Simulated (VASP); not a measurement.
TiSi2, 6 atoms in the cell. The structure is orthorhombic, space group Cmcm (No. 63). The conventional cell has a = 3.569 Å, b = 12.594 Å, c = 3.601 Å, α = 90.00°, β = 90.00°, γ = 90.00°. Ti (site symmetry m2m) has 10 Si at 2.57 to 2.71 Å and 2 Ti at 3.16 Å within 3.4 Å. Within 3.1 Å of Si (site symmetry m2m) lie 6 Si at 2.34 to 3.00 Å and 6 Ti at 2.59 to 2.71 Å. Si (site symmetry m2m) has 8 Si at 2.53 to 3.00 Å and 4 Ti at 2.57 to 2.58 Å within 3.3 Å. 

| Property | Result |
| --- | --- |
| Program | VASP 6.6.1 |
| Task | single point |
| Functional | PBE |
| Potentials or basis | VASP PAW PBE potentials, release 64 (Ti_sv, Si) |
| Cutoff | 520 eV |
| k mesh | 12 × 12 × 12 |
| Occupations | gaussian, width 0.15 eV |
| Spin | no spin polarisation |
| Dipole correction | no |
| Further INCAR settings | ALGO = Normal; EDIFF = 1e-07; NBANDS = 29 |

Potentials or basis: VASP PAW PBE potentials, release 64 (Ti_sv, Si).

Launch:

```console
$ cat potpaw_PBE.64/Ti_sv/POTCAR potpaw_PBE.64/Si/POTCAR > POTCAR
$ mpirun -np 1 vasp_std > vasp.out
```

Hardware: 1 thread of Intel(R) Xeon(R) 6975P-C (Granite Rapids), with other jobs on the host.

Problem. How long does it take, and how much memory?

Solution. Run time: 8.6 min on 1 thread of Intel(R) Xeon(R) 6975P-C (Granite Rapids), with other jobs on the host, peak memory 0.66 GiB. Counts: scf iterations 15, k points 301.
